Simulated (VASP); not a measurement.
# Li3IrF6 (Fm-3m) in VASP: density of states with RPBE+D4

Aim: the density of states of Li3IrF6 with RPBE+D4.

Program: VASP 6.6.1. These are calculated values, not measurements. Logs are shortened: lines on timing, memory, paths and dates and some standing lists are left out, and cuts for length are marked.

## Step 1: The cell of the first run

The structure is cubic, space group Fm-3m (No. 225). The conventional cell has a = 7.928 Å, b = 7.928 Å, c = 7.928 Å, α = 90.00°, β = 90.00°, γ = 90.00°. Li (site symmetry -43m) has 12 F at 2.80 Å and 4 Li at 3.43 Å and 4 Ir at 3.43 Å within 3.7 Å. Li (site symmetry m-3m) has 6 F at 1.95 Å within 2.6 Å. Within 2.7 Å of Ir (site symmetry m-3m) lie 6 F at 2.01 Å. F (site symmetry 4mm) has 1 Li at 1.95 Å and 1 Ir at 2.01 Å within 2.6 Å.

## Step 2: Density of states, RPBE+D4

Contents of POSCAR:

```
Li3IrF6
1.0
    0.0000000000      3.9639270000      3.9639270000
    3.9639270000      0.0000000000      3.9639270000
    3.9639270000      3.9639270000      0.0000000000
Li Ir F
3 1 6
Direct
    0.7500000000      0.7500000000      0.7500000000
    0.2500000000      0.2500000000      0.2500000000
    0.5000000000      0.5000000000      0.5000000000
    0.0000000000      0.0000000000      0.0000000000
    0.7460960000      0.2539040000      0.2539040000
    0.2539040000      0.2539040000      0.7460960000
    0.2539040000      0.7460960000      0.7460960000
    0.2539040000      0.7460960000      0.2539040000
    0.7460960000      0.2539040000      0.7460960000
    0.7460960000      0.7460960000      0.2539040000
```

Contents of INCAR.step1:

```
SYSTEM = Li3IrF6
PREC = Accurate ; ENCUT = 520
EDIFF = 1E-7 ; ISMEAR = -1
SIGMA = 0.01 ; LREAL = .FALSE.
LASPH = .TRUE. ; NELM = 80
ALGO = Normal ; ISIF = 2
LWAVE = .FALSE. ; LCHARG = .TRUE.
LMAXMIX = 4 ; GGA = RP
IVDW = 13 ; NBANDS = 41
```

Contents of KPOINTS.step1:

```
Automatic mesh
0
G
  5 5 5
  0 0 0
```

Contents of INCAR.step2:

```
SYSTEM = Li3IrF6
PREC = Accurate ; ENCUT = 520
EDIFF = 1E-7 ; ISMEAR = -5
SIGMA = 0.01 ; LREAL = .FALSE.
LASPH = .TRUE. ; NELM = 80
ALGO = Normal ; ISIF = 2
LWAVE = .FALSE. ; LCHARG = .FALSE.
LMAXMIX = 4 ; GGA = RP
IVDW = 13 ; LORBIT = 11
NEDOS = 1001 ; ICHARG = 11
```

Contents of KPOINTS.step2:

```
Automatic mesh
0
G
  8 8 8
  0 0 0
```

Potentials or basis: VASP PAW PBE potentials, release 64 (Li_sv, Ir, F).

Launch:

```bash
$ cat potpaw_PBE.64/Li_sv/POTCAR potpaw_PBE.64/Ir/POTCAR potpaw_PBE.64/F/POTCAR > POTCAR
$ cp INCAR.step1 INCAR
$ cp KPOINTS.step1 KPOINTS
$ mpirun -np 1 vasp_std > vasp.out
$ cp INCAR.step2 INCAR
$ cp KPOINTS.step2 KPOINTS
$ mpirun -np 1 vasp_std > vasp.out
```

OUTCAR:

```text
SYSTEM = Li3IrF6
   PREC = Accurate
   ENCUT = 520
   EDIFF = 1E-7
   ISMEAR = -5
   LREAL = .FALSE.
   LASPH = .TRUE.
   NELM = 80
   ISIF = 2
   GGA = RP
   IVDW = 13
   LORBIT = 11
   ICHARG = 11

 ion  position               nearest neighbor table
   1  0.750  0.750  0.750-
   2  0.250  0.250  0.250-
   3  0.500  0.500  0.500-   5 1.95   6 1.95   7 1.95   8 1.95   9 1.95  10 1.95
   4  0.000  0.000  0.000-   5 2.01   6 2.01   7 2.01   8 2.01   9 2.01  10 2.01
   5  0.746  0.254  0.254-   3 1.95   4 2.01
   6  0.254  0.254  0.746-   3 1.95   4 2.01
   7  0.254  0.746  0.746-   3 1.95   4 2.01
   8  0.254  0.746  0.254-   3 1.95   4 2.01
   9  0.746  0.254  0.746-   3 1.95   4 2.01
  10  0.746  0.746  0.254-   3 1.95   4 2.01

  LATTYP: Found a face centered cubic cell.
 ALAT       =     7.9278540000

  Lattice vectors:

 A1 = (   0.0000000000,   3.9639270000,   3.9639270000)
 A2 = (   3.9639270000,   0.0000000000,   3.9639270000)
 A3 = (   3.9639270000,   3.9639270000,   0.0000000000)

Analysis of symmetry for initial positions (statically):
=====================================================================
 Subroutine PRICEL returns:
 Original cell was already a primitive cell.

 Routine SETGRP: Setting up the symmetry group for a
 face centered cubic supercell.

 Subroutine GETGRP returns: Found 48 space group operations
 (whereof 48 operations were pure point group operations)
 out of a pool of 48 trial point group operations.

The static configuration has the point symmetry O_h .

Analysis of symmetry for dynamics (positions and initial velocities):
=====================================================================
 Subroutine PRICEL returns:
 Original cell was already a primitive cell.

 Routine SETGRP: Setting up the symmetry group for a
 face centered cubic supercell.

 Subroutine GETGRP returns: Found 48 space group operations
 (whereof 48 operations were pure point group operations)
 out of a pool of 48 trial point group operations.

The dynamic configuration has the point symmetry O_h .

 Subroutine INISYM returns: Found 48 space group operations
 (whereof 48 operations are pure point group operations),
 and found     1 'primitive' translations

----------------------------------------------------------------------------------------

                                     Primitive cell

  volume of cell :     124.5681

  direct lattice vectors                    reciprocal lattice vectors
     0.000000000  3.963927000  3.963927000    -0.126137540  0.126137540  0.126137540
     3.963927000  0.000000000  3.963927000     0.126137540 -0.126137540  0.126137540
     3.963927000  3.963927000  0.000000000     0.126137540  0.126137540 -0.126137540

  length of vectors
     5.605839324  5.605839324  5.605839324     0.218476628  0.218476628  0.218476628

  position of ions in fractional coordinates (direct lattice)
     0.750000000  0.750000000  0.750000000
     0.250000000  0.250000000  0.250000000
     0.500000000  0.500000000  0.500000000
     0.000000000  0.000000000  0.000000000
     0.746096000  0.253904000  0.253904000
     0.253904000  0.253904000  0.746096000
     0.253904000  0.746096000  0.746096000
     0.253904000  0.746096000  0.253904000
     0.746096000  0.253904000  0.746096000
     0.746096000  0.746096000  0.253904000

  ion indices of the primitive-cell ions
   primitive index   ion index
                 1           1
                 2           2
                 3           3
                 4           4
                 5           5
                 6           6
                 7           7
                 8           8
                 9           9
                10          10

----------------------------------------------------------------------------------------

 KPOINTS: Automatic mesh

Automatic generation of k-mesh.
 Grid dimensions read from file:
 generate k-points for:    8    8    8

 Generating k-lattice:

  Cartesian coordinates                     Fractional coordinates (reciprocal lattice)
    -0.015767192  0.015767192  0.015767192     0.125000000  0.000000000  0.000000000
     0.015767192 -0.015767192  0.015767192     0.000000000  0.125000000  0.000000000
     0.015767192  0.015767192 -0.015767192     0.000000000  0.000000000  0.125000000

  Length of vectors
     0.027309578  0.027309578  0.027309578

  Shift w.r.t. Gamma in fractional coordinates (k-lattice)
     0.000000000  0.000000000  0.000000000

 TETIRR: Found     76 inequivalent tetrahedra from     3072

 Subroutine IBZKPT returns following result:
 ===========================================

 Found     29 irreducible k-points:

 Following reciprocal coordinates:
            Coordinates               Weight
  0.000000  0.000000  0.000000      1.000000
  0.125000  0.000000  0.000000      8.000000
  0.250000  0.000000  0.000000      8.000000
  0.375000  0.000000  0.000000      8.000000
  0.500000  0.000000  0.000000      4.000000
  0.125000  0.125000  0.000000      6.000000
[... 16 lines left out ...]
  0.500000  0.250000  0.125000     48.000000
 -0.375000  0.250000  0.125000     24.000000
 [... further k-points ...]
   k-points           NKPTS =     29   k-points in BZ     NKDIM =     29   number of bands    NBANDS=     36
   number of dos      NEDOS =   1001   number of ions     NIONS =     10
   total plane-waves  NPLWV =  74088
   dimension x,y,z NGX =    42 NGY =   42 NGZ =   42
   dimension x,y,z NGXF=    84 NGYF=   84 NGZF=   84
   ions per type =               3   1   6
   NGX,Y,Z   is equivalent  to a cutoff of  12.46, 12.46, 12.46 a.u.
   NGXF,Y,Z  is equivalent  to a cutoff of  24.91, 24.91, 24.91 a.u.
 SYSTEM =  Li3IrF6
   PREC   = accura    normal or accurate (medium, high low for compatibility)
   ISTART =      0    job   : 0-new  1-cont  2-samecut
   ICHARG =     11    charge: 1-file 2-atom 10-const
   ISPIN  =      1    spin polarized calculation?
   LNONCOLLINEAR =      F non collinear calculations
   LSORBIT =      F    spin-orbit coupling
   LASPH  =      T    aspherical Exc in radial PAW
   ENCUT  =  520.0 eV  38.22 Ry    6.18 a.u.  10.42 10.42 10.42*2*pi/ulx,y,z
   NELM   =     80;   NELMIN=  2; NELMDL=  0     # of ELM steps
   EDIFF  = 0.1E-06   stopping-criterion for ELM
   LREAL  =      F    real-space projection
   EDIFFG = 0.1E-05   stopping-criterion for IOM
   NSW    =      0    number of steps for IOM
   IBRION =     -1    ionic relax: 0-MD 1-quasi-New 2-CG
   NFREE  =      0    steps in history (QN), initial steepest desc. (CG)
   ISIF   =      2    stress and relaxation
   ISYM   =      2    0-nonsym 1-usesym 2-fastsym
   POTIM  = 0.5000    time-step for ionic-motion
   TEBEG  =    0.0;   TEEND  =   0.0 temperature during run
   PSTRESS=    0.0 pullay stress
   NELECT =      60.0000    total number of electrons
   NUPDOWN=      -1.0000    fix difference up-down
   EMIN   =  10.00;   EMAX   =-10.00  energy-range for DOS
   EFERMI =   0.00;   METHOD = LEGACY
   ISMEAR =    -5;   SIGMA  =   0.01  broadening in eV -4-tet -1-fermi 0-gaus
   EFERMI_NEDOS =   21; number of points for ismear=-14 and -15
   IALGO  =     38    algorithm
   IMIX   =      4    mixing-type and parameters
     AMIX     =   0.40;   BMIX     =  1.00
     AMIX_MAG =   1.60;   BMIX_MAG =  1.00
  volume/ion in A,a.u.               =      12.46        84.06
  Fermi-wavevector in a.u.,A,eV,Ry     =   1.283284  2.425056 22.406333  1.646819
  Thomas-Fermi vector in A             =   2.415546
   LORBIT       =     11    0 simple, 1 ext, 2 COOP (PROOUT), +10 PAW based schemes
   GGA     = RP    functional components
   LHFCALC =     F    Hartree Fock is set to
   AEXX    =    0.0000 exact exchange contribution
   IVDW    =    13    specifies the selected vdW correction
   LEPSILON=     F    determine dielectric tensor
   LRPA    =     F    only Hartree local field effects (RPA)
 non-spin polarized calculation
 Fermi weights with tetrahedron method with Bloechl corrections
  energy-cutoff  :      520.00
  volume of cell :      124.57
 maximum number of plane-waves:      3383
 NGX is ok and might be reduce to    42

 number of electron      59.9999987 magnetization

 Free energy of the ion-electron system (eV)
  ---------------------------------------------------
  ext. energy  EPLUGINS =         0.00000000
  ---------------------------------------------------
  free energy    TOTEN  =       -43.90941056 eV

  energy without entropy =      -43.90941056  energy(sigma->0) =      -43.90941056

 E-fermi :   1.8198     XC(G=0):  -8.5696

 val. band max:        1.7957315544   @ k =   0.5000   0.5000   0.0000
 cond. band min:       4.1065953989   @ k =   0.5000   0.5000   0.0000
 fundamental gap:      2.3108638445
 Fermi energy:         1.8197511667

 k-point     1 :       0.0000    0.0000    0.0000
  band No.  band energies     occupation
      1     -45.9131      2.00000
      2     -45.9124      2.00000
      3     -42.6242      2.00000
      4     -22.0967      2.00000
      5     -21.5404      2.00000
      6     -21.5404      2.00000
[... 28 lines left out ...]
     35       9.8770      0.00000
     36       9.8773      0.00000

 k-point     2 :       0.1250    0.0000    0.0000
  band No.  band energies     occupation
      1     -45.9130      2.00000
      2     -45.9125      2.00000
      3     -42.6242      2.00000
      4     -22.0786      2.00000
      5     -21.5776      2.00000
      6     -21.5776      2.00000
[... 28 lines left out ...]
     35       9.4080      0.00000
     36       9.7679      0.00000

 k-point     3 :       0.2500    0.0000    0.0000
  band No.  band energies     occupation
      1     -45.9129      2.00000
      2     -45.9125      2.00000
      3     -42.6242      2.00000
      4     -22.0284      2.00000
      5     -21.6148      2.00000
      6     -21.6148      2.00000
[... 28 lines left out ...]
     35       9.0062      0.00000
     36       9.5962      0.00000
[... 742 lines left out ...]
 k-point    23 :       0.5000    0.2500    0.1250
  band No.  band energies     occupation
      1     -45.9128      2.00000
      2     -45.9126      2.00000
      3     -42.6242      2.00000
      4     -21.9271      2.00000
      5     -21.7358      2.00000
      6     -21.6331      2.00000
[... 28 lines left out ...]
     35       8.3273      0.00000
     36       8.8280      0.00000

 k-point    24 :      -0.3750    0.2500    0.1250
  band No.  band energies     occupation
      1     -45.9127      2.00000
      2     -45.9127      2.00000
      3     -42.6242      2.00000
      4     -21.8865      2.00000
      5     -21.7697      2.00000
      6     -21.6354      2.00000
[... 28 lines left out ...]
     35       8.3830      0.00000
     36       8.6288      0.00000

 [... further k-points ...]

------------------------ aborting loop because EDIFF is reached ----------------------------------------

  DFT-D4 for vdW energy calculation

  Edisp (eV):   -2.08312

  FORCE on cell =-STRESS in cart. coord.  units (eV):
  Direction    XX          YY          ZZ          XY          YZ          ZX
  --------------------------------------------------------------------------------------
  -------------------------------------------------------------------------------------
  Total      -0.03048    -0.03048    -0.03048     0.00000     0.00000     0.00000
  in kB      -0.39209    -0.39209    -0.39209     0.00000     0.00000     0.00000
  external pressure =       -0.39 kB  Pullay stress =        0.00 kB

 VOLUME and BASIS-vectors are now :
 -----------------------------------------------------------------------------
  energy-cutoff  :      520.00
  volume of cell :      124.57
      direct lattice vectors                 reciprocal lattice vectors
     0.000000000  3.963927000  3.963927000    -0.126137540  0.126137540  0.126137540
     3.963927000  0.000000000  3.963927000     0.126137540 -0.126137540  0.126137540
     3.963927000  3.963927000  0.000000000     0.126137540  0.126137540 -0.126137540

 POSITION                                       TOTAL-FORCE (eV/Angst)
 -----------------------------------------------------------------------------------
      5.94589      5.94589      5.94589         0.000000      0.000000     -0.000000
      1.98196      1.98196      1.98196         0.000000      0.000000     -0.000000
      3.96393      3.96393      3.96393         0.000000      0.000000     -0.000000
      0.00000      0.00000      0.00000         0.000000      0.000000     -0.000000
      2.01291      3.96393      3.96393         0.128237      0.000000     -0.000000
      3.96393      3.96393      2.01291         0.000000      0.000000      0.128237
      5.91494      3.96393      3.96393        -0.128237      0.000000     -0.000000
      3.96393      2.01291      3.96393         0.000000      0.128237     -0.000000
      3.96393      5.91494      3.96393         0.000000     -0.128237     -0.000000
      3.96393      3.96393      5.91494         0.000000      0.000000     -0.128237
 -----------------------------------------------------------------------------------
    total drift:                               -0.000000     -0.000000      0.000000

  FREE ENERGIE OF THE ION-ELECTRON SYSTEM (eV)
  ---------------------------------------------------
  free  energy   TOTEN  =       -45.9925256702 eV

  energy  without entropy=      -45.9925256702  energy(sigma->0) =      -45.99252567

 total charge

# of ion       s       p       d       tot
------------------------------------------
    1        1.986   0.006   0.000   1.992
    2        1.986   0.006   0.000   1.992
    3        2.013   0.033   0.000   2.046
    4        0.484   0.610   6.974   8.068
    5        1.739   4.361   0.000   6.099
    6        1.739   4.361   0.000   6.099
    7        1.739   4.361   0.000   6.099
    8        1.739   4.361   0.000   6.099
    9        1.739   4.361   0.000   6.099
   10        1.739   4.361   0.000   6.099
--------------------------------------------------
tot         16.900  26.821   6.974  50.694
```

It took 2.4 min on 1 thread of AMD EPYC 7R43 (Zen 3), shared host; peak memory 0.27 GiB.

What came out:

```
Valence electrons inside the program's atomic spheres : Li 1.99, 2.05; Ir 8.07; F 6.10
Dispersion energy per atom                            : -0.208 eV
```

Levels at points of the mesh, in eV from the valence-band top:
| k point | band 26 | band 27 | band 28 | band 29 | band 30 | band 31 | band 32 | band 33 | band 34 | band 35 |
| --- | --- | --- | --- | --- | --- | --- | --- | --- | --- | --- |
| (0.00, 0.00, 0.00) | -3.48 | -3.48 | -0.33 | -0.33 | -0.33 | 2.58 | 2.90 | 2.90 | 6.57 | 8.08 |
| (0.50, 0.00, 0.00) | -3.81 | -3.78 | -0.26 | -0.15 | -0.15 | 2.62 | 2.62 | 4.37 | 4.90 | 7.70 |
| (0.50, 0.50, 0.00) | -4.02 | -3.49 | -0.31 | 0.00 | 0.00 | 2.31 | 2.91 | 4.94 | 5.41 | 6.47 |

Caveat: the cutoff is under 1.25 times the usual one of these potentials, so pressure, stress and relaxed cells hold a basis-set (Pulay) error; the PAW data sets were made with another functional, which shifts forces and pressure a little; spin-orbit coupling is left out, which moves the levels of the heavy elements.
